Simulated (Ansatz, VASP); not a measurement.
## One calculation of Sn3PbSe4, two programs

INCAR

```
SYSTEM = Sn3PbSe4
PREC = Accurate
ENCUT = 520
EDIFF = 1E-6
ISMEAR = 0
SIGMA = 0.1
LREAL = .False.
LASPH = .True.
NELM = 100
ALGO = Normal
ISIF = 2
LWAVE = .False.
LCHARG = .True.
GGA = PE
LELF = .True.
LVHAR = .True.
NBANDS = 50
```

KPOINTS

```
Automatic mesh
0
Gamma
  4 4 4
  0 0 0
```

POSCAR

```
Sn3PbSe4
1.0
    4.3150201000     -6.1027561000      0.0000000000
    4.3150201000      6.1027561000      0.0000000000
    0.0000000000      0.0000000000      4.3153571000
Sn Pb Se
3 1 4
Direct
    0.0000000000      0.5000000000      0.0000000000
    0.0000000000      0.0000000000      0.5000000000
    0.5000000000      0.0000000000      0.0000000000
    0.5000000000      0.5000000000      0.5000000000
    0.7553240000      0.7553240000      0.0000000000
    0.7526310000      0.2473690000      0.5000000000
    0.2446760000      0.2446760000      0.0000000000
    0.2473690000      0.7526310000      0.5000000000
```

Input for Ansatz:

```yaml
crystal:
  lattice:
    - [4.3150201, -6.1027561, 0.0]
    - [4.3150201, 6.1027561, 0.0]
    - [0.0, 0.0, 4.3153571]
  atoms:
    - { symbol: Sn, position: [0.0, 0.5, 0.0] }
    - { symbol: Sn, position: [0.0, 0.0, 0.5] }
    - { symbol: Sn, position: [0.5, 0.0, 0.0] }
    - { symbol: Pb, position: [0.5, 0.5, 0.5] }
    - { symbol: Se, position: [0.755324, 0.755324, 0.0] }
    - { symbol: Se, position: [0.752631, 0.247369, 0.5] }
    - { symbol: Se, position: [0.244676, 0.244676, 0.0] }
    - { symbol: Se, position: [0.247369, 0.752631, 0.5] }
basis:
  ecutwfc: 420
kpoints:
  mp_grid: { grid: [4, 4, 4] }
hamiltonian:
  xc: pbe
scf:
  occupations: { method: gaussian, width: 0.1 }
  lower_state_search: "off"
output:
  forces: true
  stress: true
  eigenvalues: true
```

Alike in both runs: task single point; functional PBE; k mesh 4 × 4 × 4; occupations gaussian, width 0.1 eV; no spin polarisation.

```csv
,VASP,Ansatz
version,VASP 6.6.1,Ansatz 0.2.0
potentials or method,"VASP PAW PBE potentials, release 64 (Sn_d, Pb_d, Se), cutoff 520 eV","scalar-relativistic, plane waves, PAW"
valence electrons in the cell,80,120
```

```csv
,VASP,Ansatz,Ansatz less VASP
gap on the k mesh at the Fermi level (eV),0.08,0.08,+0.002
least direct gap on the mesh (eV),0.08,0.08,+0.002
pressure (GPa),-0.3,-0.3,+0.01
```

VASP's potentials hold 80 valence electrons a cell and Ansatz's 120, so a difference there can come from the potentials and not from the codes.

Spin-orbit coupling is off throughout.
